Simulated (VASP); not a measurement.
# TiS2 (P-3m1) in VASP: notebook, part 2 of 2

VASP 6.6.1.

## Step 3: Relaxation of cell and atoms, PBEsol

This run uses another cell than the first one, of 17.99 Å³/atom, 0.985 times its volume.

Input file INCAR:

```
SYSTEM = TiS2
PREC = Accurate ; ENCUT = 500
EDIFF = 1E-7 ; ISMEAR = 0
SIGMA = 0.1 ; LREAL = .False.
LASPH = .True. ; NELM = 120
ALGO = Normal ; ISIF = 3
LWAVE = .False. ; LCHARG = .False.
GGA = PS ; IBRION = 2
NSW = 70 ; EDIFFG = -0.005
GGA_COMPAT = .False. ; NELMIN = 4
```

Input file KPOINTS:

```
regular mesh
0
Gamma
  12 12 8
  0 0 0
```

Input file POSCAR:

```
TiS2
1.0
    3.3588566010      0.0000000000      0.0000000000
   -1.6794283005      2.9088551441      0.0000000000
    0.0000000000      0.0000000000      5.5242797378
Ti S
1 2
Direct
    0.0000000000      0.0000000000      0.0000000000
    0.3333333333      0.6666666667      0.2586983809
    0.6666666667      0.3333333333      0.7413016191
```

Potentials or basis: VASP PAW PBE potentials, release 64 (Ti_sv, S).

Command:

```bash
$ cat potpaw_PBE.64/Ti_sv/POTCAR potpaw_PBE.64/S/POTCAR > POTCAR
$ mpirun -np 1 vasp_std > vasp.out
```

OUTCAR:

```text
SYSTEM = TiS2
   PREC = Accurate
   ENCUT = 500
   EDIFF = 1E-7
   ISMEAR = 0
   LREAL = .False.
   LASPH = .True.
   NELM = 120
   ISIF = 3
   GGA = PS
   IBRION = 2
   NSW = 70
   EDIFFG = -0.005
   NELMIN = 4

 ion  position               nearest neighbor table
   1  0.000  0.000  0.000-   2 2.41   3 2.41   2 2.41   3 2.41   3 2.41   2 2.41
   2  0.333  0.667  0.259-   1 2.41   1 2.41   1 2.41
   3  0.667  0.333  0.741-   1 2.41   1 2.41   1 2.41

  LATTYP: Found a hexagonal cell.
 ALAT       =     3.3588566010
 C/A-ratio  =     1.6446905581

  Lattice vectors:

 A1 = (   3.3588566010,   0.0000000000,   0.0000000000)
 A2 = (  -1.6794283005,   2.9088551441,   0.0000000000)
 A3 = (   0.0000000000,   0.0000000000,   5.5242797378)

Analysis of symmetry for initial positions (statically):
=====================================================================
 Subroutine PRICEL returns:
 Original cell was already a primitive cell.

 Routine SETGRP: Setting up the symmetry group for a
 hexagonal supercell.

 Subroutine GETGRP returns: Found 12 space group operations
 (whereof 12 operations were pure point group operations)
 out of a pool of 24 trial point group operations.

The static configuration has the point symmetry D_3d.

Analysis of symmetry for dynamics (positions and initial velocities):
=====================================================================
 Subroutine PRICEL returns:
 Original cell was already a primitive cell.

 Routine SETGRP: Setting up the symmetry group for a
 hexagonal supercell.

 Subroutine GETGRP returns: Found 12 space group operations
 (whereof 12 operations were pure point group operations)
 out of a pool of 24 trial point group operations.

The dynamic configuration has the point symmetry D_3d.

 Subroutine INISYM returns: Found 12 space group operations
 (whereof 12 operations are pure point group operations),
[... 142 lines left out ...]
  ---------------------------------------------------
  ext. energy  EPLUGINS =         0.00000000
  ---------------------------------------------------
  free energy    TOTEN  =       -21.13493077 eV

  energy without entropy =      -21.13266131  energy(sigma->0) =      -21.13379604

------------------------ aborting loop because EDIFF is reached ----------------------------------------

  FORCE on cell =-STRESS in cart. coord.  units (eV):
  Direction    XX          YY          ZZ          XY          YZ          ZX
  --------------------------------------------------------------------------------------
  -------------------------------------------------------------------------------------
  Total       -0.2891151     -0.2891151     -0.0501757      0.0000000     -0.0000000      0.0000000
  in kB       -8.5820715     -8.5820715     -1.4894129      0.0000000     -0.0000000      0.0000000
  external PRESSURE =      -6.2178520 kB  Pullay stress =       0.0000000 kB
[... 92 lines left out ...]
  FREE ENERGIE OF THE ION-ELECTRON SYSTEM (eV)
  ---------------------------------------------------
  free  energy   TOTEN  =       -21.1361738221 eV

  energy  without entropy=      -21.1339168388  energy(sigma->0) =      -21.13504533

[... ionic steps 4 to 8 ...]

--------------------------------------- Ionic step        9  -------------------------------------------

 number of electron      23.9999998 magnetization

------------------------ aborting loop because EDIFF is reached ----------------------------------------
[... 69 lines left out ...]
--------------------------------------- Ionic step       11  -------------------------------------------

 number of electron      23.9999998 magnetization

 Free energy of the ion-electron system (eV)
  ---------------------------------------------------
  ext. energy  EPLUGINS =         0.00000000
  ---------------------------------------------------
  free energy    TOTEN  =       -21.13896740 eV

  energy without entropy =      -21.13672186  energy(sigma->0) =      -21.13784463

 E-fermi :   5.8678     XC(G=0): -10.5384

 val. band max:        5.8401995818   @ k =   0.4167  -0.0000   0.5000
 cond. band min:       5.9037665691   @ k =   0.0000   0.4167   0.2500
 fundamental gap:      0.0635669874
 Fermi energy:         5.8678369796

 k-point     1 :       0.0000    0.0000    0.0000
  band No.  band energies     occupation
      1     -51.3618      2.00000
      2     -27.7087      2.00000
      3     -27.6509      2.00000
      4     -27.6509      2.00000
      5      -8.0885      2.00000
      6      -6.2677      2.00000
[... 433 lines left out ...]
      3     -27.6917      2.00000
      4     -27.6601      2.00000
      5      -7.7048      2.00000
      6      -6.2542      2.00000
[... 8 lines left out ...]
     15       7.4962      0.00000
     16       9.1940      0.00000

 [... further k-points ...]

------------------------ aborting loop because EDIFF is reached ----------------------------------------

  FORCE on cell =-STRESS in cart. coord.  units (eV):
  Direction    XX          YY          ZZ          XY          YZ          ZX
  --------------------------------------------------------------------------------------
  -------------------------------------------------------------------------------------
  Total        0.0050922      0.0050922      0.0137426      0.0000000      0.0000000      0.0000000
  in kB        0.1492549      0.1492549      0.4028009      0.0000000      0.0000000      0.0000000
  external PRESSURE =       0.2337702 kB  Pullay stress =       0.0000000 kB
[... 18 lines left out ...]
  FREE ENERGIE OF THE ION-ELECTRON SYSTEM (eV)
  ---------------------------------------------------
  free  energy   TOTEN  =       -21.1389673961 eV

  energy  without entropy=      -21.1367218583  energy(sigma->0) =      -21.13784463

 reached required accuracy - stopping structural energy minimisation
```

OSZICAR:

```text
N       E                     dE             d eps       ncg     rms          rms(c)
DAV:   1     0.202618090183E+03    0.20262E+03   -0.11769E+04  4192   0.148E+03
DAV:   2    -0.273604725984E+01   -0.20535E+03   -0.20341E+03  4544   0.382E+02
DAV:   3    -0.240730841806E+02   -0.21337E+02   -0.20635E+02  6536   0.108E+02
[... 122 lines left out ...]
DAV:   3    -0.211389941939E+02    0.10877E-03   -0.96630E-04  5472   0.243E-01    0.349E-02
DAV:   4    -0.211389680758E+02    0.26118E-04   -0.10844E-04  5216   0.781E-02    0.125E-02
DAV:   5    -0.211389674900E+02    0.58583E-06   -0.91712E-06  4624   0.253E-02    0.676E-03
DAV:   6    -0.211389674277E+02    0.62292E-07   -0.11872E-06  5264   0.967E-03    0.210E-03
DAV:   7    -0.211389673961E+02    0.31609E-07   -0.72676E-08  2640   0.267E-03
  11 F= -.21138967E+02 E0= -.21137845E+02  d E =-.314694E-04
```

Wall time 8.5 min (1 thread of Intel Xeon Platinum 8488C (Sapphire Rapids), shared host); peak memory 0.25 GiB.

Results:

```
Free energy                            : -21.1390 eV
Relaxed volume                         : 18.22 Å³/atom
Relaxed cell                           : a = 3.348 Å, b = 3.348 Å, c = 5.631 Å, α = 90.00°, β = 90.00°, γ = 120.00°
Space group after relaxing (to 0.05 Å) : P-3m1 (No. 164)
Energy gained by relaxing              : 1.3 meV/atom
Ionic steps                            : 11
Pressure after relaxing                : 0.0 GPa
Band gap on the k mesh                 : zero (band 12 reaches 6.11 eV, above the bottom of band 13 at 5.73 eV)
```

Step by step:
```csv
step,energy change (eV),largest force (eV/Å),pressure (GPa),volume (Å³)
1,0.0000,0.1242,-0.62,53.97
2,-0.0006,0.0518,0.88,53.43
3,-0.0012,0.0218,0.25,53.66
4,-0.0020,0.0326,0.22,53.74
5,-0.0028,0.0612,0.16,53.96
6,-0.0035,0.0463,0.02,54.23
7,-0.0037,0.0042,-0.32,55.02
8,-0.0039,0.0207,-0.18,54.69
9,-0.0037,0.0662,0.42,54.59
10,-0.0040,0.0064,0.01,54.66
11,-0.0040,0.0002,0.02,54.66
```

Final structure:
```
Ti S
1.0
     3.34801    0.00000    0.00000
    -1.67401    2.89946    0.00000
     0.00000    0.00000    5.63098
Ti S
1 2
Direct
  0.00000 0.00000 0.00000
  0.33333 0.66667 0.25340
  0.66667 0.33333 0.74660
```

Levels at points of the mesh, in eV from the Fermi level:
| k point | band 10 | band 11 | band 12 | band 13 | band 14 | band 15 |
| --- | --- | --- | --- | --- | --- | --- |
| (0.00, 0.00, 0.00) | 0.05 | 0.24 | 0.24 | 0.57 | 0.57 | 0.87 |
| (0.50, 0.00, 0.00) | -2.79 | -2.62 | -1.53 | 0.19 | 1.71 | 2.17 |
| (0.00, 0.00, 0.50) | -2.66 | 0.04 | 0.04 | 0.55 | 0.55 | 1.60 |
| (0.50, 0.00, 0.50) | -2.83 | -1.23 | -1.13 | -0.14 | 1.71 | 2.13 |

Caveat: the PAW data sets were made with another functional, which shifts forces and pressure a little. Zero-point motion and thermal expansion aren't in these numbers.
